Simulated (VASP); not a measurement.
# CdSe in VASP: further runs, part 2 of 2

VASP 6.6.1.

### 4 Single point, r2SCAN (uniaxial x strain +3.2%)

Contents of POSCAR:

```
CdSe
1.0
    0.0000000000      3.0677809647      3.0677809647
    3.1647228432      0.0000000000      3.0677809647
    3.1647228432      3.0677809647      0.0000000000
Cd Se
1 1
Direct
    0.0000000000      0.0000000000      0.0000000000
    0.2500000000      0.2500000000      0.2500000000
```

Contents of INCAR.step1:

```
SYSTEM = CdSe
  ALGO = Normal
  EDIFF = 1E-4
  ENCUT = 520
  GGA = PE
  ISMEAR = 0
  LASPH = .True.
  LCHARG = .False.
  LREAL = .False.
  LWAVE = .True.
  NBANDS = 16
  NELM = 80
  PREC = Accurate
  SIGMA = 0.01
```

Contents of INCAR.step2:

```
SYSTEM = CdSe
  ALGO = Normal
  EDIFF = 1E-7
  ENCUT = 520
  ISIF = 2
  ISMEAR = 0
  ISTART = 1
  LASPH = .True.
  LCHARG = .True.
  LELF = .True.
  LMIXTAU = .True.
  LREAL = .False.
  LVHAR = .True.
  LWAVE = .False.
  METAGGA = R2SCAN
  NBANDS = 16
  NELM = 80
  PREC = Accurate
  SIGMA = 0.01
```

Contents of KPOINTS:

```
k-points
0
Gamma
  8 8 8
  0 0 0
```

Potentials or basis: VASP PAW PBE potentials, release 64 (Cd, Se).

Run with:

```bash
$ cat potpaw_PBE.64/Cd/POTCAR potpaw_PBE.64/Se/POTCAR > POTCAR
$ cp INCAR.step1 INCAR
$ mpirun -np 1 vasp_std > vasp.out
$ cp INCAR.step2 INCAR
$ mpirun -np 1 vasp_std > vasp.out
```

OUTCAR:

```text
SYSTEM = CdSe
   EDIFF = 1E-7
   ENCUT = 520
   ISIF = 2
   ISMEAR = 0
   ISTART = 1
   LASPH = .True.
   LREAL = .False.
   METAGGA = R2SCAN
   NELM = 80
   PREC = Accurate

 ion  position               nearest neighbor table
   1  0.000  0.000  0.000-   2 2.69   2 2.69   2 2.69   2 2.69
   2  0.250  0.250  0.250-   1 2.69   1 2.69   1 2.69   1 2.69

  LATTYP: Found a body centered tetragonal cell.
 ALAT       =     4.3384974467
 C/A-ratio  =     1.4589027110

  Lattice vectors:

 A1 = (   3.1647228432,   0.0000000000,   3.0677809647)
 A2 = (   3.1647228432,   0.0000000000,  -3.0677809647)
 A3 = (  -3.1647228432,   3.0677809647,   0.0000000000)

Analysis of symmetry for initial positions (statically):
=====================================================================
 Subroutine PRICEL returns:
 Original cell was already a primitive cell.

 Routine SETGRP: Setting up the symmetry group for a
 body centered tetragonal supercell.

 Subroutine GETGRP returns: Found  8 space group operations
[... 158 lines left out ...]
  ---------------------------------------------------
  ext. energy  EPLUGINS =         0.00000000
  ---------------------------------------------------
  free energy    TOTEN  =       -35.90683363 eV

  energy without entropy =      -35.90683363  energy(sigma->0) =      -35.90683363

 E-fermi :   0.3578     XC(G=0):  -9.1568

 val. band max:        0.2360234095   @ k =   0.0000   0.0000   0.0000
 cond. band min:       1.1568835183   @ k =   0.0000   0.0000   0.0000
 fundamental gap:      0.9208601088
 Fermi energy:         0.3578393179

 k-point     1 :       0.0000    0.0000    0.0000
  band No.  band energies     occupation
      1     -12.4982      2.00000
      2      -7.7994      2.00000
      3      -7.7853      2.00000
      4      -7.7853      2.00000
      5      -7.4538      2.00000
      6      -7.4501      2.00000
[... 433 lines left out ...]
      3      -7.7148      2.00000
      4      -7.5057      2.00000
      5      -7.4616      2.00000
      6      -7.3992      2.00000
[... 8 lines left out ...]
     15      11.2821      0.00000
     16      12.1295      0.00000

 [... further k-points ...]
[... 5 lines left out ...]
  --------------------------------------------------------------------------------------
  -------------------------------------------------------------------------------------
  Total       -0.6553659     -0.4266856     -0.4266856      0.0000000      0.0000000      0.0000000
  in kB      -17.6270664    -11.4763599    -11.4763599      0.0000000      0.0000000      0.0000000
  external PRESSURE =     -13.5265954 kB  Pullay stress =       0.0000000 kB

 VOLUME and BASIS-vectors are now :
 -----------------------------------------------------------------------------
  energy-cutoff  :      520.00
  volume of cell :       59.57
      direct lattice vectors                 reciprocal lattice vectors
     0.000000000  3.067780965  3.067780965    -0.157991718  0.162984257  0.162984257
     3.164722843  0.000000000  3.067780965     0.157991718 -0.162984257  0.162984257
     3.164722843  3.067780965  0.000000000     0.157991718  0.162984257 -0.162984257

 POSITION                                       TOTAL-FORCE (eV/Angst)
 -----------------------------------------------------------------------------------
      0.00000      0.00000      0.00000         0.000000      0.000000      0.000000
      1.58236      1.53389      1.53389        -0.000000     -0.000000     -0.000000
 -----------------------------------------------------------------------------------
    total drift:                               -0.000071      0.000021      0.000021

  FREE ENERGIE OF THE ION-ELECTRON SYSTEM (eV)
  ---------------------------------------------------
  free  energy   TOTEN  =       -35.9068336277 eV

  energy  without entropy=      -35.9068336277  energy(sigma->0) =      -35.90683363
```

OUTCAR.step1:

```text
SYSTEM = CdSe
   EDIFF = 1E-4
   ENCUT = 520
   GGA = PE
   ISMEAR = 0
   LASPH = .True.
   LREAL = .False.
[... 677 lines left out ...]
      0.00000      0.00000      0.00000         0.000000      0.000000      0.000000
      1.58236      1.53389      1.53389        -0.000000     -0.000000     -0.000000
 -----------------------------------------------------------------------------------
    total drift:                               -0.000001      0.000001      0.000001

  FREE ENERGIE OF THE ION-ELECTRON SYSTEM (eV)
  ---------------------------------------------------
  free  energy   TOTEN  =        -5.4972016571 eV

  energy  without entropy=       -5.4972016571  energy(sigma->0) =       -5.49720166
```

Wall time 3.8 min (1 thread of AMD EPYC 7R43 (Zen 3), shared host); peak memory 0.21 GiB.

Results:

```yaml
Free_energy: -35.9068 eV
Pressure: -1.4 GPa
Band_gap_on_the_k_mesh: 0.92 eV, direct
```

Stress tensor (GPa, compression positive):
```
-1.76  0.00  0.00
 0.00 -1.15  0.00
 0.00  0.00 -1.15
```

Levels at points of the mesh, in eV from the valence-band top:
```tsv
k point	band 6	band 7	band 8	band 9	band 10	band 11	band 12	band 13
(0.00, 0.00, 0.00)	-7.69	-0.10	0.00	0.00	0.92	6.43	6.43	6.45
(0.50, 0.00, 0.00)	-7.43	-4.12	-0.78	-0.64	2.74	6.78	6.99	7.61
(0.50, 0.50, 0.00)	-7.35	-3.80	-1.79	-1.74	3.49	3.97	9.46	10.36
(0.00, 0.50, 0.50)	-7.39	-3.97	-1.64	-1.64	3.59	4.23	9.18	10.60
```

Caveat: the cell differs from its parent crystal (uniaxial x strain +3.2%); the PAW data sets were made with another functional, which shifts forces and pressure a little.

### 5 Single point, r2SCAN (epitaxial 111 strain -1.9%)

Contents of POSCAR:

```
CdSe
1.0
    0.0754753868      3.0834346228      3.0834346228
    3.0834346228      0.0754753868      3.0834346228
    3.0834346228      3.0834346228      0.0754753868
Cd Se
1 1
Direct
    0.0026982822      0.0026982822      0.0026982822
    0.2473017178      0.2473017178      0.2473017178
```

Contents of INCAR.step1:

```
  PREC = Accurate
  ENCUT = 520
  ISMEAR = 0
  SIGMA = 0.01
  LREAL = False
  LASPH = True
  NELM = 100
  NBANDS = 16
  GGA = PE
  ALGO = Normal
  EDIFF = 1E-4
  LWAVE = True
  LCHARG = False
```

Contents of INCAR.step2:

```
  PREC = Accurate
  ENCUT = 520
  EDIFF = 1E-7
  ISMEAR = 0
  SIGMA = 0.01
  LREAL = False
  LASPH = True
  NELM = 100
  ALGO = Normal
  ISIF = 2
  LWAVE = False
  LCHARG = False
  METAGGA = R2SCAN
  LMIXTAU = True
  NBANDS = 16
  ISTART = 1
```

Contents of KPOINTS:

```
Automatic mesh
0
Gamma
  8 8 8
```

Potentials or basis: VASP PAW PBE potentials, release 64 (Cd, Se).

Run with:

```bash
$ cat potpaw_PBE.64/Cd/POTCAR potpaw_PBE.64/Se/POTCAR > POTCAR
$ cp INCAR.step1 INCAR
$ mpirun -np 1 vasp_std > vasp.out
$ cp INCAR.step2 INCAR
$ mpirun -np 1 vasp_std > vasp.out
```

OUTCAR:

```text
PREC = Accurate
   ENCUT = 520
   EDIFF = 1E-7
   ISMEAR = 0
   LREAL = False
   LASPH = True
   NELM = 100
   ISIF = 2
   METAGGA = R2SCAN
   ISTART = 1

 ion  position               nearest neighbor table
   1  0.003  0.003  0.003-   2 2.64   2 2.64   2 2.64   2 2.64
   2  0.247  0.247  0.247-   1 2.64   1 2.64   1 2.64   1 2.64

  LATTYP: Found a trigonal (rhomboedric) cell.
 ALAT       =     4.3612881905
 COS(alpha) =     0.5243206243

  Lattice vectors:

 A1 = (   0.0754753868,   3.0834346228,   3.0834346228)
 A2 = (   3.0834346228,   0.0754753868,   3.0834346228)
 A3 = (   3.0834346228,   3.0834346228,   0.0754753868)

Analysis of symmetry for initial positions (statically):
=====================================================================
 Subroutine PRICEL returns:
 Original cell was already a primitive cell.

 Routine SETGRP: Setting up the symmetry group for a
 trigonal (rhombohedral) supercell.

 Subroutine GETGRP returns: Found  6 space group operations
 (whereof  6 operations were pure point group operations)
 out of a pool of 12 trial point group operations.

The static configuration has the point symmetry C_3v.

Analysis of symmetry for dynamics (positions and initial velocities):
=====================================================================
 Subroutine PRICEL returns:
 Original cell was already a primitive cell.

 Routine SETGRP: Setting up the symmetry group for a
 trigonal (rhombohedral) supercell.

 Subroutine GETGRP returns: Found  6 space group operations
 (whereof  6 operations were pure point group operations)
 out of a pool of 12 trial point group operations.

The dynamic configuration has the point symmetry C_3v.

 Subroutine INISYM returns: Found  6 space group operations
 (whereof  6 operations are pure point group operations),
 and found     1 'primitive' translations

----------------------------------------------------------------------------------------

                                     Primitive cell

  volume of cell :      56.4796

  direct lattice vectors                    reciprocal lattice vectors
     0.075475387  3.083434623  3.083434623    -0.168235470  0.164215844  0.164215844
     3.083434623  0.075475387  3.083434623     0.164215844 -0.168235470  0.164215844
     3.083434623  3.083434623  0.075475387     0.164215844  0.164215844 -0.168235470

  length of vectors
     4.361288190  4.361288190  4.361288190     0.286769699  0.286769699  0.286769699

  position of ions in fractional coordinates (direct lattice)
     0.002698282  0.002698282  0.002698282
     0.247301718  0.247301718  0.247301718

  ion indices of the primitive-cell ions
   primitive index   ion index
                 1           1
                 2           2

----------------------------------------------------------------------------------------

 KPOINTS: Automatic mesh

Automatic generation of k-mesh.
 Grid dimensions read from file:
 generate k-points for:    8    8    8

 Generating k-lattice:

  Cartesian coordinates                     Fractional coordinates (reciprocal lattice)
    -0.021029434  0.020526980  0.020526980     0.125000000  0.000000000 -0.000000000
     0.020526980 -0.021029434  0.020526980     0.000000000  0.125000000 -0.000000000
     0.020526980  0.020526980 -0.021029434     0.000000000  0.000000000  0.125000000

  Length of vectors
     0.035846212  0.035846212  0.035846212

  Shift w.r.t. Gamma in fractional coordinates (k-lattice)
     0.000000000  0.000000000  0.000000000

 Subroutine IBZKPT returns following result:
 ===========================================

 Found     65 irreducible k-points:

 Following reciprocal coordinates:
            Coordinates               Weight
  0.000000  0.000000  0.000000      1.000000
  0.125000  0.000000 -0.000000      6.000000
  0.250000  0.000000 -0.000000      6.000000
  0.375000  0.000000  0.000000      6.000000
  0.500000  0.000000 -0.000000      3.000000
  0.125000  0.125000  0.000000      6.000000
[... 16 lines left out ...]
  0.250000  0.125000  0.125000      6.000000
  0.375000  0.125000  0.125000      6.000000
 [... further k-points ...]
   k-points           NKPTS =     65   k-points in BZ     NKDIM =     65   number of bands    NBANDS=     16
   number of dos      NEDOS =    301   number of ions     NIONS =      2
   total plane-waves  NPLWV =  32768
   dimension x,y,z NGX =    32 NGY =   32 NGZ =   32
   dimension x,y,z NGXF=    64 NGYF=   64 NGZF=   64
   ions per type =               1   1
   NGX,Y,Z   is equivalent  to a cutoff of  12.20, 12.20, 12.20 a.u.
   NGXF,Y,Z  is equivalent  to a cutoff of  24.40, 24.40, 24.40 a.u.
 SYSTEM =  unknown system
   PREC   = accura    normal or accurate (medium, high low for compatibility)
   ISTART =      1    job   : 0-new  1-cont  2-samecut
   ICHARG =      0    charge: 1-file 2-atom 10-const
   ISPIN  =      1    spin polarized calculation?
   LNONCOLLINEAR =      F non collinear calculations
   LSORBIT =      F    spin-orbit coupling
   LASPH  =      T    aspherical Exc in radial PAW
   ENCUT  =  520.0 eV  38.22 Ry    6.18 a.u.   8.11  8.11  8.11*2*pi/ulx,y,z
   NELM   =    100;   NELMIN=  2; NELMDL=  0     # of ELM steps
   EDIFF  = 0.1E-06   stopping-criterion for ELM
   LREAL  =      F    real-space projection
   EDIFFG = 0.1E-05   stopping-criterion for IOM
   NSW    =      0    number of steps for IOM
   IBRION =     -1    ionic relax: 0-MD 1-quasi-New 2-CG
   NFREE  =      0    steps in history (QN), initial steepest desc. (CG)
   ISIF   =      2    stress and relaxation
   ISYM   =      2    0-nonsym 1-usesym 2-fastsym
   POTIM  = 0.5000    time-step for ionic-motion
   TEBEG  =    0.0;   TEEND  =   0.0 temperature during run
   PSTRESS=    0.0 pullay stress
   NELECT =      18.0000    total number of electrons
   NUPDOWN=      -1.0000    fix difference up-down
   EMIN   =  10.00;   EMAX   =-10.00  energy-range for DOS
   EFERMI =   0.00;   METHOD = LEGACY
   ISMEAR =     0;   SIGMA  =   0.01  broadening in eV -4-tet -1-fermi 0-gaus
   EFERMI_NEDOS =   21; number of points for ismear=-14 and -15
   IALGO  =     38    algorithm
   IMIX   =      4    mixing-type and parameters
     AMIX     =   0.40;   BMIX     =  1.00
     AMIX_MAG =   1.60;   BMIX_MAG =  1.00
  volume/ion in A,a.u.               =      28.24       190.57
  Fermi-wavevector in a.u.,A,eV,Ry     =   1.118240  2.113168 17.013558  1.250461
  Thomas-Fermi vector in A             =   2.254870
   LORBIT       =      0    0 simple, 1 ext, 2 COOP (PROOUT), +10 PAW based schemes
   METAGGA = R2SCAN    functional components
   LHFCALC =     F    Hartree Fock is set to
   AEXX    =    0.0000 exact exchange contribution
   IVDW    =     0    specifies the selected vdW correction
   LEPSILON=     F    determine dielectric tensor
   LRPA    =     F    only Hartree local field effects (RPA)
 non-spin polarized calculation
 Gauss-broadening in eV      SIGMA  =   0.01
  energy-cutoff  :      520.00
  volume of cell :       56.48
 maximum number of plane-waves:      1536
   NGX = 17   NGY = 17   NGZ = 17

 number of electron      17.9999999 magnetization

 Free energy of the ion-electron system (eV)
  ---------------------------------------------------
  ext. energy  EPLUGINS =         0.00000000
  ---------------------------------------------------
  free energy    TOTEN  =       -35.90232335 eV

  energy without entropy =      -35.90232335  energy(sigma->0) =      -35.90232335

 E-fermi :   0.7590     XC(G=0):  -9.4100

 val. band max:        0.6721700447   @ k =   0.0000   0.0000   0.0000
 cond. band min:       1.6717812766   @ k =   0.0000   0.0000   0.0000
 fundamental gap:      0.9996112319
 Fermi energy:         0.7589596394

 k-point     1 :       0.0000    0.0000    0.0000
  band No.  band energies     occupation
      1     -12.3809      2.00000
      2      -7.5526      2.00000
      3      -7.5335      2.00000
      4      -7.5335      2.00000
      5      -7.1451      2.00000
      6      -7.1451      2.00000
[... 8 lines left out ...]
     15      12.2555      0.00000
     16      12.2555      0.00000
[... 419 lines left out ...]
 k-point    24 :       0.3750    0.1250    0.1250
  band No.  band energies     occupation
      1     -12.1135      2.00000
      2      -7.4580      2.00000
      3      -7.4474      2.00000
      4      -7.2101      2.00000
      5      -7.1500      2.00000
      6      -7.1131      2.00000
[... 8 lines left out ...]
     15      11.6861      0.00000
     16      12.6229      0.00000

 [... further k-points ...]
[... 5 lines left out ...]
  --------------------------------------------------------------------------------------
  -------------------------------------------------------------------------------------
  Total        0.4779062      0.4779062      0.4779062     -0.1955992     -0.1955992     -0.1955992
  in kB       13.5569373     13.5569373     13.5569373     -5.5486334     -5.5486334     -5.5486334
  external PRESSURE =      13.5569373 kB  Pullay stress =       0.0000000 kB

 VOLUME and BASIS-vectors are now :
 -----------------------------------------------------------------------------
  energy-cutoff  :      520.00
  volume of cell :       56.48
      direct lattice vectors                 reciprocal lattice vectors
     0.075475387  3.083434623  3.083434623    -0.168235470  0.164215844  0.164215844
     3.083434623  0.075475387  3.083434623     0.164215844 -0.168235470  0.164215844
     3.083434623  3.083434623  0.075475387     0.164215844  0.164215844 -0.168235470

 POSITION                                       TOTAL-FORCE (eV/Angst)
 -----------------------------------------------------------------------------------
      0.01684      0.01684      0.01684        -0.002072     -0.002072     -0.002072
      1.54374      1.54374      1.54374         0.002072      0.002072      0.002072
 -----------------------------------------------------------------------------------
    total drift:                                0.000314      0.000314      0.000314

  FREE ENERGIE OF THE ION-ELECTRON SYSTEM (eV)
  ---------------------------------------------------
  free  energy   TOTEN  =       -35.9023233472 eV

  energy  without entropy=      -35.9023233472  energy(sigma->0) =      -35.90232335
```

OUTCAR.step1:

```text
PREC = Accurate
   ENCUT = 520
   ISMEAR = 0
   LREAL = False
   LASPH = True
[... 678 lines left out ...]
      0.01684      0.01684      0.01684        -0.000982     -0.000982     -0.000982
      1.54374      1.54374      1.54374         0.000982      0.000982      0.000982
 -----------------------------------------------------------------------------------
    total drift:                               -0.000118     -0.000118     -0.000118

  FREE ENERGIE OF THE ION-ELECTRON SYSTEM (eV)
  ---------------------------------------------------
  free  energy   TOTEN  =        -5.4641146051 eV

  energy  without entropy=       -5.4641146051  energy(sigma->0) =       -5.46411461
```

OSZICAR.step1:

```text
N       E                     dE             d eps       ncg     rms          rms(c)
DAV:   1     0.106391117360E+03    0.10639E+03   -0.88230E+03  2104   0.101E+03
DAV:   2    -0.181405216950E+01   -0.10821E+03   -0.10221E+03  2512   0.248E+02
DAV:   3    -0.582537491312E+01   -0.40113E+01   -0.40049E+01  2448   0.494E+01
DAV:   4    -0.584202199852E+01   -0.16647E-01   -0.16646E-01  2664   0.323E+00
DAV:   5    -0.584212716015E+01   -0.10516E-03   -0.10516E-03  2544   0.222E-01    0.616E+00
DAV:   6    -0.548516898135E+01    0.35696E+00   -0.54043E-01  3120   0.882E+00    0.488E+00
DAV:   7    -0.546299391980E+01    0.22175E-01   -0.14715E-01  2544   0.255E+00    0.209E+00
DAV:   8    -0.546387772853E+01   -0.88381E-03   -0.13830E-02  2272   0.143E+00    0.252E-01
DAV:   9    -0.546404678755E+01   -0.16906E-03   -0.14304E-03  2600   0.491E-01    0.461E-02
DAV:  10    -0.546411460515E+01   -0.67818E-04   -0.15111E-04  2128   0.155E-01
   1 F= -.54641146E+01 E0= -.54641146E+01  d E =-.151276E-30
```

Wall time 2.6 min (1 thread of AMD EPYC 7R43 (Zen 3), shared host); peak memory 0.2 GiB.

What came out:

```yaml
Free_energy: -35.9023 eV
Pressure: 1.4 GPa
Largest_force: 0.004 eV/Å
Band_gap_on_the_k_mesh: 1.00 eV, direct
```

Forces in eV/Å, atoms in the order of the input:
```
Cd  -0.002 -0.002 -0.002
Se   0.002  0.002  0.002
```

Caveat: the cell differs from its parent crystal (epitaxial 111 strain -1.9%); the PAW data sets were made with another functional, which shifts forces and pressure a little.

### 6 Overview

| level | cell | smearing | gap on the mesh (eV) | pressure (GPa) |
| --- | --- | --- | --- | --- |
| PBE | a = 4.338, b = 4.408, c = 4.408 Å, angles 59.0, 60.5, 60.5°, 2 atoms | fermi-dirac 0.02 eV | 0.45 | 0.1 |
| PBE | a = 4.361 Å, angles 58.4°, 2 atoms | fermi-dirac 0.02 eV | 0.53 | 2.9 |
| r2SCAN | a = 4.338, b = 4.408, c = 4.408 Å, angles 59.0, 60.5, 60.5°, 2 atoms | gaussian 0.01 eV | 0.92 | -1.4 |
| r2SCAN | a = 4.361 Å, angles 58.4°, 2 atoms | gaussian 0.01 eV | 1.00 | 1.4 |

Alike in all rows: task single point; potentials or basis VASP PAW PBE potentials, release 64 (Cd, Se); no spin polarisation; k mesh 8 × 8 × 8; cutoff (eV) 520.

Caveats: the PAW data sets were made with another functional, which shifts forces and pressure a little (some runs).

Absolute energies hang on the potentials; compare differences alone.
